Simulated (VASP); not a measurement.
A run of VASP 6.6.1 is set up as follows.

The input INCAR:

```
SYSTEM = PtS2
ALGO = Normal ; EDIFF = 1E-6
ENCUT = 520 ; GGA = PS
ISIF = 2 ; ISMEAR = 0
IVDW = 12 ; LASPH = .True.
LCHARG = .True. ; LELF = .True.
LREAL = .False. ; LVHAR = .True.
LWAVE = .False. ; NBANDS = 18
NELM = 80 ; PREC = Accurate
SIGMA = 0.1
```

The input KPOINTS:

```
k-points
0
Gamma
  8 8 5
  0 0 0
```

The input POSCAR:

```
PtS2
1.0
    3.5431969676     -0.0046356123      0.0000000000
   -1.7756130418      3.0847653413      0.0000000000
    0.0000000000      0.0000000000      4.4125430395
Pt S
1 2
Direct
    0.0000000000      0.0000000000      0.0000000000
    0.3326336811      0.6659666201      0.2705287177
    0.6673663189      0.3340333799      0.7294712823
```

Potentials or basis: VASP PAW PBE potentials, release 64 (Pt, S).

The run is started by

```sh
$ cat potpaw_PBE.64/Pt/POTCAR potpaw_PBE.64/S/POTCAR > POTCAR
$ mpirun -np 1 vasp_std > vasp.out
```

(1) What does it give for the pressure?

(2) Estimate the dispersion energy per atom.

(3) What does it give for the band gap on the k mesh?

(4) Predict the largest force.

## Answers

(1) 0.2 GPa.

(2) -0.414 eV.

(3) zero (band 11 reaches 9.30 eV, above the bottom of band 12 at 9.07 eV).

(4) 0.031 eV/Å.

Caveat: the PAW data sets were made with another functional, which shifts forces and pressure a little; spin-orbit coupling is left out, which moves the levels of the heavy elements; pairwise dispersion overbinds metals, which lowers pressure and volume.
